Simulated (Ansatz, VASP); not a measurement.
One calculation of BAs, two programs

POSCAR

```
BAs
1.0
    0.0000000000      2.3919171983      2.3919171983
    2.3919171983      0.0000000000      2.3919171983
    2.3919171983      2.3919171983      0.0000000000
B As
1 1
Direct
    0.0000000000      0.0000000000      0.0000000000
    0.2500000000      0.2500000000      0.2500000000
```

The input INCAR.step1:

```
SYSTEM = BAs
  ALGO = Normal
  EDIFF = 1E-5
  ENCUT = 550
  GGA = PE
  GGA_COMPAT = .False.
  ISMEAR = -1
  LASPH = .True.
  LCHARG = .False.
  LREAL = .False.
  LWAVE = .True.
  NBANDS = 11
  NELM = 120
  PREC = Accurate
  SIGMA = 0.02
```

File INCAR.step2:

```
SYSTEM = BAs
  ALGO = Normal
  EDIFF = 1E-6
  ENCUT = 550
  GGA_COMPAT = .False.
  ISIF = 2
  ISMEAR = -1
  ISTART = 1
  LASPH = .True.
  LCHARG = .True.
  LELF = .True.
  LMIXTAU = .True.
  LREAL = .False.
  LVHAR = .True.
  LWAVE = .False.
  METAGGA = R2SCAN
  NBANDS = 11
  NELM = 120
  PREC = Accurate
  SIGMA = 0.02
```

Contents of KPOINTS:

```
k-points
0
Gamma
  10 10 10
  0 0 0
```

Input for Ansatz:

```yaml
crystal:
  lattice:
    - [0.0, 2.3919171983, 2.3919171983]
    - [2.3919171983, 0.0, 2.3919171983]
    - [2.3919171983, 2.3919171983, 0.0]
  atoms:
    - { symbol: B, position: [0.0, 0.0, 0.0] }
    - { symbol: As, position: [0.25, 0.25, 0.25] }
basis:
  ecutwfc: 500
kpoints:
  mp_grid: { grid: [10, 10, 10] }
hamiltonian:
  xc: r2scan
scf:
  occupations: { method: fermi_dirac, width: 0.1 }
output:
  forces: true
  eigenvalues: true
  stress: true
```

Alike in both runs: task single point; functional r2SCAN; k mesh 10 × 10 × 10; no spin polarisation.

|  | VASP | Ansatz |
| --- | --- | --- |
| version | VASP 6.6.1 | Ansatz 0.2.0 |
| potentials or method | VASP PAW PBE potentials, release 64 (B, As), cutoff 550 eV | scalar-relativistic, plane waves, PAW |
| occupations | fermi-dirac, width 0.02 eV | fermi-dirac, width 0.1 eV |
| valence electrons in the cell | 8 | 18 |

```tsv
	VASP	Ansatz	Ansatz less VASP
gap on the k mesh at the Fermi level (eV)	1.37	1.37	0.000
pressure (GPa)	0.2	0.0	-0.24
```

VASP's potentials were made for PBE, not for r2SCAN. VASP's potentials hold 8 valence electrons a cell and Ansatz's 18, so a difference there can come from the potentials and not from the codes.
